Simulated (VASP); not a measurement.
# Yb (Fm-3m) in VASP: relaxation of cell and atoms with r2SCAN

Aim: the relaxation of cell and atoms of Yb with r2SCAN.

All numbers are computed with VASP 6.6.1; they aren't measurements. Logs are shortened: lines on timing, memory, paths and dates and some standing lists are left out, and cuts for length are marked.

### 1 The cell of the first run

It takes space group Fm-3m (No. 225, cubic). The conventional cell has a = 5.431 Å, b = 5.431 Å, c = 5.431 Å, α = 90.00°, β = 90.00°, γ = 90.00°. Yb (site symmetry m-3m) has 12 Yb at 3.84 Å within 5.0 Å.

### 2 Relaxation of cell and atoms, r2SCAN

POSCAR

```
Yb
1.0
    0.0000000000      2.7153900247      2.7153900247
    2.7153900247      0.0000000000      2.7153900247
    2.7153900247      2.7153900247      0.0000000000
Yb
1
Direct
    0.0000000000      0.0000000000      0.0000000000
```

INCAR.step1

```
SYSTEM = Yb
PREC     = Accurate       ! precision mode
ENCUT    = 600            ! plane-wave cutoff, eV
ISMEAR   = -1             ! smearing method
SIGMA    = 0.05           ! smearing width, eV
LREAL    = .FALSE.        ! projectors in reciprocal space
LASPH    = .TRUE.         ! aspherical terms in the spheres
NELM     = 100            ! most SCF steps
GGA      = PE             ! functional
ALGO     = Normal         ! electronic algorithm
EDIFF    = 1E-4           ! SCF threshold, eV
LWAVE    = .TRUE.         ! write WAVECAR
LCHARG   = .FALSE.        ! write CHGCAR
```

INCAR.step2

```
SYSTEM = Yb
PREC     = Accurate       ! precision mode
ENCUT    = 600            ! plane-wave cutoff, eV
EDIFF    = 1E-7           ! SCF threshold, eV
ISMEAR   = -1             ! smearing method
SIGMA    = 0.05           ! smearing width, eV
LREAL    = .FALSE.        ! projectors in reciprocal space
LASPH    = .TRUE.         ! aspherical terms in the spheres
NELM     = 100            ! most SCF steps
ALGO     = Normal         ! electronic algorithm
ISIF     = 3              ! what is computed and relaxed
LWAVE    = .FALSE.        ! write WAVECAR
LCHARG   = .FALSE.        ! write CHGCAR
METAGGA  = R2SCAN         ! meta-GGA
LMIXTAU  = .TRUE.       
IBRION   = 2              ! ionic algorithm
NSW      = 100            ! ionic steps
EDIFFG   = -0.005         ! ionic threshold
ISTART   = 1
```

KPOINTS

```
Automatic mesh
0
G
  10 10 10
  0 0 0
```

Potentials or basis: VASP PAW PBE potentials, release 64 (Yb).

The run is started by

```console
$ cat potpaw_PBE.64/Yb/POTCAR > POTCAR
$ cp INCAR.step1 INCAR
$ mpirun -np 1 vasp_std > vasp.out
$ cp INCAR.step2 INCAR
$ mpirun -np 1 vasp_std > vasp.out
```

OUTCAR:

```text
SYSTEM = Yb
   PREC = Accurate
   ENCUT = 600
   EDIFF = 1E-7
   ISMEAR = -1
   LREAL = .FALSE.
   LASPH = .TRUE.
   NELM = 100
   ISIF = 3
   METAGGA = R2SCAN
   IBRION = 2
   NSW = 100
   EDIFFG = -0.005
   ISTART = 1

 ion  position               nearest neighbor table
   1  0.000  0.000  0.000-

  LATTYP: Found a face centered cubic cell.
 ALAT       =     5.4307800494

  Lattice vectors:

 A1 = (   0.0000000000,   2.7153900247,   2.7153900247)
 A2 = (   2.7153900247,   0.0000000000,   2.7153900247)
 A3 = (   2.7153900247,   2.7153900247,   0.0000000000)

Analysis of symmetry for initial positions (statically):
=====================================================================
 Subroutine PRICEL returns:
 Original cell was already a primitive cell.

 Routine SETGRP: Setting up the symmetry group for a
 face centered cubic supercell.

 Subroutine GETGRP returns: Found 48 space group operations
 (whereof 48 operations were pure point group operations)
 out of a pool of 48 trial point group operations.

The static configuration has the point symmetry O_h .

Analysis of symmetry for dynamics (positions and initial velocities):
=====================================================================
 Subroutine PRICEL returns:
 Original cell was already a primitive cell.

 Routine SETGRP: Setting up the symmetry group for a
 face centered cubic supercell.

 Subroutine GETGRP returns: Found 48 space group operations
 (whereof 48 operations were pure point group operations)
 out of a pool of 48 trial point group operations.

The dynamic configuration has the point symmetry O_h .

 Subroutine INISYM returns: Found 48 space group operations
 (whereof 48 operations are pure point group operations),
 and found     1 'primitive' translations

----------------------------------------------------------------------------------------

                                     Primitive cell

  volume of cell :      40.0430

  direct lattice vectors                    reciprocal lattice vectors
     0.000000000  2.715390025  2.715390025    -0.184135611  0.184135611  0.184135611
     2.715390025  0.000000000  2.715390025     0.184135611 -0.184135611  0.184135611
     2.715390025  2.715390025  0.000000000     0.184135611  0.184135611 -0.184135611

  length of vectors
     3.840141400  3.840141400  3.840141400     0.318932233  0.318932233  0.318932233

  position of ions in fractional coordinates (direct lattice)
     0.000000000  0.000000000  0.000000000

  ion indices of the primitive-cell ions
   primitive index   ion index
[... 56 lines left out ...]
   number of dos      NEDOS =    301   number of ions     NIONS =      1
   total plane-waves  NPLWV =  32768
   dimension x,y,z NGX =    32 NGY =   32 NGZ =   32
   dimension x,y,z NGXF=    64 NGYF=   64 NGZF=   64
   ions per type =               1
   NGX,Y,Z   is equivalent  to a cutoff of  13.85, 13.85, 13.85 a.u.
   NGXF,Y,Z  is equivalent  to a cutoff of  27.71, 27.71, 27.71 a.u.
 SYSTEM =  Yb
   PREC   = accura    normal or accurate (medium, high low for compatibility)
   ISTART =      1    job   : 0-new  1-cont  2-samecut
   ICHARG =      0    charge: 1-file 2-atom 10-const
   ISPIN  =      1    spin polarized calculation?
   LNONCOLLINEAR =      F non collinear calculations
   LSORBIT =      F    spin-orbit coupling
   LASPH  =      T    aspherical Exc in radial PAW
   ENCUT  =  600.0 eV  44.10 Ry    6.64 a.u.   7.67  7.67  7.67*2*pi/ulx,y,z
   NELM   =    100;   NELMIN=  2; NELMDL=  0     # of ELM steps
   EDIFF  = 0.1E-06   stopping-criterion for ELM
   LREAL  =      F    real-space projection
   EDIFFG = -.5E-02   stopping-criterion for IOM
   NSW    =    100    number of steps for IOM
   IBRION =      2    ionic relax: 0-MD 1-quasi-New 2-CG
   NFREE  =      1    steps in history (QN), initial steepest desc. (CG)
   ISIF   =      3    stress and relaxation
   ISYM   =      2    0-nonsym 1-usesym 2-fastsym
   POTIM  = 0.5000    time-step for ionic-motion
   TEBEG  =    0.0;   TEEND  =   0.0 temperature during run
   PSTRESS=    0.0 pullay stress
   NELECT =      24.0000    total number of electrons
   NUPDOWN=      -1.0000    fix difference up-down
   EMIN   =  10.00;   EMAX   =-10.00  energy-range for DOS
   EFERMI =   0.00;   METHOD = LEGACY
   ISMEAR =    -1;   SIGMA  =   0.05  broadening in eV -4-tet -1-fermi 0-gaus
   EFERMI_NEDOS =   21; number of points for ismear=-14 and -15
   IALGO  =     38    algorithm
   IMIX   =      4    mixing-type and parameters
     AMIX     =   0.40;   BMIX     =  1.00
     AMIX_MAG =   1.60;   BMIX_MAG =  1.00
  volume/ion in A,a.u.               =      40.04       270.22
  Fermi-wavevector in a.u.,A,eV,Ry     =   1.380288  2.608366 25.921749  1.905195
  Thomas-Fermi vector in A             =   2.505179
   LORBIT       =      0    0 simple, 1 ext, 2 COOP (PROOUT), +10 PAW based schemes
   METAGGA = R2SCAN    functional components
   LHFCALC =     F    Hartree Fock is set to
   AEXX    =    0.0000 exact exchange contribution
   IVDW    =     0    specifies the selected vdW correction
   LEPSILON=     F    determine dielectric tensor
   LRPA    =     F    only Hartree local field effects (RPA)
 conjugate gradient relaxation of ions
 non-spin polarized calculation
  energy-cutoff  :      600.00
  volume of cell :       40.04
 maximum number of plane-waves:      1363
   NGX = 15   NGY = 15   NGZ = 15

--------------------------------------- Ionic step        1  -------------------------------------------

 number of electron      24.0000006 magnetization

 Free energy of the ion-electron system (eV)
  ---------------------------------------------------
  ext. energy  EPLUGINS =         0.00000000
  ---------------------------------------------------
  free energy    TOTEN  =       -35.49882003 eV

  energy without entropy =      -35.47954625  energy(sigma->0) =      -35.48918314

 E-fermi :   1.1891     XC(G=0):  -9.6422

 val. band max:        1.1457242443   @ k =  -0.3000   0.5000   0.2000
 cond. band min:       1.1944346589   @ k =  -0.4000   0.3000   0.0000
 fundamental gap:      0.0487104145
 Fermi energy:         1.1891035003

 k-point     1 :       0.0000    0.0000    0.0000
  band No.  band energies     occupation
      1     -52.2453      2.00000
      2     -23.8637      2.00000
      3     -23.8635      2.00000
      4     -23.8635      2.00000
      5      -3.9420      2.00000
      6       0.7895      1.99932
[... 621 lines left out ...]
--------------------------------------- Ionic step        6  -------------------------------------------

 number of electron      24.0000004 magnetization

 Free energy of the ion-electron system (eV)
  ---------------------------------------------------
  ext. energy  EPLUGINS =         0.00000000
  ---------------------------------------------------
  free energy    TOTEN  =       -35.54135619 eV

  energy without entropy =      -35.52853054  energy(sigma->0) =      -35.53494336

 E-fermi :   1.6561     XC(G=0): -10.2920

 val. band max:        1.6488641049   @ k =  -0.4000   0.3000   0.0000
 cond. band min:       1.7655075928   @ k =  -0.4000   0.3000   0.1000
 fundamental gap:      0.1166434880
 Fermi energy:         1.6561433449

 k-point     1 :       0.0000    0.0000    0.0000
  band No.  band energies     occupation
      1     -51.6796      2.00000
      2     -23.2200      2.00000
      3     -23.2199      2.00000
      4     -23.2199      2.00000
      5      -3.8043      2.00000
      6       1.1918      1.99981
[... 475 lines left out ...]
  FREE ENERGIE OF THE ION-ELECTRON SYSTEM (eV)
  ---------------------------------------------------
  free  energy   TOTEN  =       -35.5413561920 eV

  energy  without entropy=      -35.5285305375  energy(sigma->0) =      -35.53494336

 reached required accuracy - stopping structural energy minimisation
```

OUTCAR.step1:

```text
SYSTEM = Yb
   PREC = Accurate
   ENCUT = 600
   ISMEAR = -1
   LREAL = .FALSE.
   LASPH = .TRUE.
[... 672 lines left out ...]
 -----------------------------------------------------------------------------------
      0.00000      0.00000      0.00000        -0.000000      0.000000     -0.000000
 -----------------------------------------------------------------------------------
    total drift:                                0.000000      0.000000     -0.000000

  FREE ENERGIE OF THE ION-ELECTRON SYSTEM (eV)
  ---------------------------------------------------
  free  energy   TOTEN  =        -3.5399003586 eV

  energy  without entropy=       -3.5239181712  energy(sigma->0) =       -3.53190926
```

OSZICAR.step1:

```text
N       E                     dE             d eps       ncg     rms          rms(c)
DAV:   1     0.127771311660E+03    0.12777E+03   -0.96848E+03  1872   0.111E+04
DAV:   2     0.130036021315E+02   -0.11477E+03   -0.11188E+03  1928   0.562E+02
DAV:   3    -0.172330633156E+01   -0.14727E+02   -0.14632E+02  2360   0.129E+02
DAV:   4    -0.350824012609E+01   -0.17849E+01   -0.17830E+01  2712   0.381E+01
DAV:   5    -0.377424853282E+01   -0.26601E+00   -0.26597E+00  2688   0.146E+01    0.134E+01
DAV:   6    -0.574263410395E+01   -0.19684E+01   -0.22647E+01  1808   0.937E+01    0.497E+01
DAV:   7    -0.465953143294E+01    0.10831E+01   -0.41328E-01  2848   0.248E+01    0.452E+01
DAV:   8    -0.535454816506E+01   -0.69502E+00   -0.13259E-01  2544   0.152E+01    0.540E+01
DAV:   9    -0.545281503000E+01   -0.98267E-01   -0.19802E-02  2608   0.312E+00    0.606E+01
DAV:  10    -0.353088352503E+01    0.19219E+01   -0.19911E+00  1568   0.726E+01    0.512E+01
DAV:  11    -0.355790436269E+01   -0.27021E-01   -0.10368E-01  2672   0.653E+00    0.603E+01
DAV:  12    -0.355534745533E+01    0.25569E-02   -0.10888E-02  2456   0.146E+00    0.416E+01
DAV:  13    -0.354042694192E+01    0.14921E-01   -0.30982E-02  2184   0.620E+00    0.695E+00
DAV:  14    -0.353975041532E+01    0.67653E-03   -0.59170E-03  2712   0.233E+00    0.200E+00
DAV:  15    -0.353987756111E+01   -0.12715E-03   -0.30979E-03  2096   0.119E+00    0.136E+00
DAV:  16    -0.353990035860E+01   -0.22797E-04   -0.90818E-04  2776   0.685E-01
   1 F= -.35399004E+01 E0= -.35319093E+01  d E =-.159822E-01
```

It took 20 min on 1 thread of AMD EPYC 9R45 (Zen 5), shared host; peak memory 0.2 GiB.

What came out:

* Free energy: -35.5414 eV
* Relaxed volume: 34.75 Å³/atom
* Relaxed cell: a = 3.663 Å, b = 3.663 Å, c = 3.663 Å, α = 60.00°, β = 60.00°, γ = 60.00°
* Space group after relaxing (to 0.1 Å): Fm-3m (No. 225)
* Energy gained by relaxing: 42.5 meV/atom
* Ionic steps: 6
* Pressure after relaxing: 0.0 GPa

Step by step:
```
step  energy change (eV)  largest force (eV/Å)  pressure (GPa)  volume (Å³)
   1              0.0000                0.0000           -2.31        40.04
   2             -0.0353                0.0000           -1.14        36.79
   3             -0.0424                0.0000            0.09        34.49
   4             -0.0425                0.0000            0.06        34.65
   5             -0.0425                0.0000           -0.15        34.97
   6             -0.0425                0.0000           -0.01        34.75
```

Final structure:
```
CELL_PARAMETERS angstrom
0.00000 2.59017 2.59017
2.59017 0.00000 2.59017
2.59017 2.59017 0.00000
ATOMIC_POSITIONS crystal
Yb 0.00000 0.00000 0.00000
```

Levels at points of the mesh, in eV from the Fermi level:
| k point | band 9 | band 10 | band 11 | band 12 | band 13 | band 14 | band 15 | band 16 |
| --- | --- | --- | --- | --- | --- | --- | --- | --- |
| (0.00, 0.00, 0.00) | -0.39 | -0.33 | -0.33 | -0.33 | 3.19 | 3.19 | 3.19 | 5.47 |
| (0.50, 0.00, 0.00) | -0.41 | -0.33 | -0.30 | -0.30 | 0.31 | 2.92 | 2.92 | 7.08 |
| (0.50, 0.50, 0.00) | -0.39 | -0.32 | -0.32 | -0.30 | 0.11 | 1.81 | 7.10 | 7.56 |

Caveat: the PAW data sets were made with another functional, which shifts forces and pressure a little; spin-orbit coupling is left out, which moves the levels of the heavy elements. Spin polarisation is off, so any magnetic state and its effect on volume and gap are missing.
